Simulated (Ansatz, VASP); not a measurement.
**BiTe: VASP beside Ansatz**

File INCAR:

```
PREC = Accurate
ENCUT = 520
EDIFF = 1E-6
ISMEAR = 0
SIGMA = 0.15
LREAL = False
LASPH = True
NELM = 80
ALGO = Normal
ISIF = 2
LWAVE = False
LCHARG = False
GGA = PS
NBANDS = 18
```

Contents of KPOINTS:

```
regular mesh
0
Gamma
  18 18 18
```

The input POSCAR:

```
BiTe
1.0
    2.3992465521      1.3852056427      3.2909639592
   -2.3992465521      1.3852056427      3.2909639592
    0.0000000000     -2.7704112854      3.2909639592
Bi Te
1 1
Direct
    0.5000000000      0.5000000000      0.5000000000
    0.0000000000      0.0000000000      0.0000000000
```

Input for Ansatz:

```yaml
crystal:
  lattice:
    - [2.3992465521, 1.3852056427, 3.2909639592]
    - [-2.3992465521, 1.3852056427, 3.2909639592]
    - [0.0, -2.7704112854, 3.2909639592]
  atoms:
    - { symbol: Bi, position: [0.5, 0.5, 0.5] }
    - { symbol: Te, position: [0.0, 0.0, 0.0] }
basis:
  ecutwfc: 420
kpoints:
  mp_grid: { grid: [18, 18, 18] }
hamiltonian:
  xc: pbesol
scf:
  occupations: { method: gaussian, width: 0.15 }
output:
  forces: true
  stress: true
  eigenvalues: true
```

Change from the starting cell: strain +0.0300 x Voigt [0, 0, 1, 0, 0, 0], atoms carried along.

Alike in both runs: task single point; functional PBEsol; k mesh 18 × 18 × 18; occupations gaussian, width 0.15 eV; no spin polarisation.

|  | VASP | Ansatz |
| --- | --- | --- |
| version | VASP 6.6.1 | Ansatz 0.2.0 |
| potentials or method | VASP PAW PBE potentials, release 64 (Bi_d, Te), cutoff 520 eV | scalar-relativistic, plane waves, PAW |
| valence electrons in the cell | 21 | 31 |

|  | VASP | Ansatz | Ansatz less VASP |
| --- | --- | --- | --- |
| gap on the k mesh at the Fermi level (eV) | none | none | - |
| pressure (GPa) | -1.2 | -1.2 | +0.02 |
| traceless stress, the component that is largest in VASP (GPa) | -0.07 | -0.07 | +0.003 |

VASP's potentials were made for PBE, not for PBEsol. A gap of «none» marks a metal or a gap that the smearing closes. The functional is the same, so the differences come from potentials, cutoffs and numerics. VASP's potentials hold 21 valence electrons a cell and Ansatz's 31, so a difference there can come from the potentials and not from the codes.

Neither program's run includes spin-orbit coupling.
